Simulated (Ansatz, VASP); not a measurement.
One calculation of SiGe5, two programs

INCAR

```
SYSTEM = SiGe5
PREC = Accurate
ENCUT = 520
EDIFF = 1E-6
ISMEAR = 0
SIGMA = 0.01
LREAL = .FALSE.
LASPH = .TRUE.
NELM = 80
ALGO = Normal
ISIF = 2
LWAVE = .FALSE.
LCHARG = .TRUE.
GGA = PE
LELF = .TRUE.
LVHAR = .TRUE.
NBANDS = 46
```

KPOINTS

```
regular mesh
0
G
  6 6 2
  0 0 0
```

POSCAR

```
SiGe5
1.0
    4.0337014417      0.0000000000      0.0000000000
   -2.0168507209      3.4932879198      0.0000000000
    0.0000000000      0.0000000000      9.8813366529
Si Ge
1 5
Direct
    0.0000000000      0.0000000000      0.0001388545
    0.6666666667      0.3333333333      0.6685092886
    0.3333333333      0.6666666667      0.3313839632
    0.6666666667      0.3333333333      0.9211499591
    0.3333333333      0.6666666667      0.5831655750
    0.0000000000      0.0000000000      0.2456523596
```

Input for Ansatz:

```yaml
crystal:
  lattice:
    - [4.0337014417, 0.0, 0.0]
    - [-2.0168507209, 3.4932879198, 0.0]
    - [0.0, 0.0, 9.8813366529]
  atoms:
    - { symbol: Si, position: [0.0, 0.0, 0.0001388545] }
    - { symbol: Ge, position: [0.6666666667, 0.3333333333, 0.6685092886] }
    - { symbol: Ge, position: [0.3333333333, 0.6666666667, 0.3313839632] }
    - { symbol: Ge, position: [0.6666666667, 0.3333333333, 0.9211499591] }
    - { symbol: Ge, position: [0.3333333333, 0.6666666667, 0.583165575] }
    - { symbol: Ge, position: [0.0, 0.0, 0.2456523596] }
kpoints:
  mp_grid: { grid: [6, 6, 2] }
hamiltonian:
  xc: pbe
scf:
  occupations: { method: fixed }
  n_extra_bands: 5
output:
  forces: true
  stress: true
  eigenvalues: true
```

Alike in both runs: task single point; functional PBE; k mesh 6 × 6 × 2; no spin polarisation.

|  | VASP | Ansatz |
| --- | --- | --- |
| version | VASP 6.6.1 | Ansatz 0.2.0 |
| potentials or method | VASP PAW PBE potentials, release 64 (Si, Ge_d) | plane waves, PAW |
| plane-wave cutoff (eV) | 520 | 420 |
| occupations | gaussian, width 0.01 eV | fixed |
| valence electrons in the cell | 74 | 74 |

VASP gave:

```
gap on the k mesh at the Fermi level (eV)                     : 0.05
pressure (GPa)                                                : -0.1
traceless stress, the component that is largest in VASP (GPa) : -0.27
rms of the force components (eV/Å)                            : 0.008
```

**Question.** Estimate Ansatz's values.

**Answer.** gap on the k mesh at the Fermi level (eV): 0.05; pressure (GPa): -0.1; traceless stress, the component that is largest in VASP (GPa): -0.28; rms of the force components (eV/Å): 0.008.

Atom by atom the forces differ by 0.001 eV/Å (rms over components).
